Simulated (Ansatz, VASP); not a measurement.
## Hf in VASP and in Ansatz

File INCAR:

```
  PREC = Accurate
  ENCUT = 500
  EDIFF = 1E-6
  ISMEAR = 0
  SIGMA = 0.1
  LREAL = False
  LASPH = True
  NELM = 120
  ALGO = Normal
  ISIF = 2
  LWAVE = False
  LCHARG = False
  GGA = PE
  IVDW = 12
  NBANDS = 11
  GGA_COMPAT = False
```

The input KPOINTS:

```
Automatic mesh
0
Gamma
  8 8 8
```

The input POSCAR:

```
Hf
1.0
    0.0000000000      2.2352673600      2.2352673600
    2.2352673600      0.0000000000      2.2352673600
    2.2352673600      2.2352673600      0.0000000000
Hf
1
Direct
    0.0000000000      0.0000000000      0.0000000000
```

Input for Ansatz:

```yaml
crystal:
  lattice:
    - [0.0, 2.23526736, 2.23526736]
    - [2.23526736, 0.0, 2.23526736]
    - [2.23526736, 2.23526736, 0.0]
  atoms:
    - { symbol: Hf, position: [0.0, 0.0, 0.0] }
basis:
  ecutwfc: 420
kpoints:
  mp_grid: { grid: [8, 8, 8] }
hamiltonian:
  xc: pbe
  dispersion: d3bj
scf:
  occupations: { method: gaussian, width: 0.1 }
output:
  forces: true
  stress: true
  eigenvalues: true
```

Alike in both runs: task single point; functional PBE; dispersion D3(BJ); k mesh 8 × 8 × 8; occupations gaussian, width 0.1 eV; no spin polarisation.

|  | VASP | Ansatz |
| --- | --- | --- |
| version | VASP 6.6.1 | Ansatz 0.2.0 |
| potentials or method | VASP PAW PBE potentials, release 64 (Hf_pv), cutoff 500 eV | scalar-relativistic, plane waves, PAW |
| valence electrons in the cell | 10 | 26 |

Ansatz gave:

- gap on the k mesh at the Fermi level (eV): none
- pressure (GPa): -2.3

Task: Which values does VASP return?

Result: gap on the k mesh at the Fermi level (eV): none; pressure (GPa): -2.7.

A gap of «none» marks a metal or a gap that the smearing closes. VASP's potentials hold 10 valence electrons a cell and Ansatz's 26, so a difference there can come from the potentials and not from the codes.

Spin-orbit coupling is off throughout.
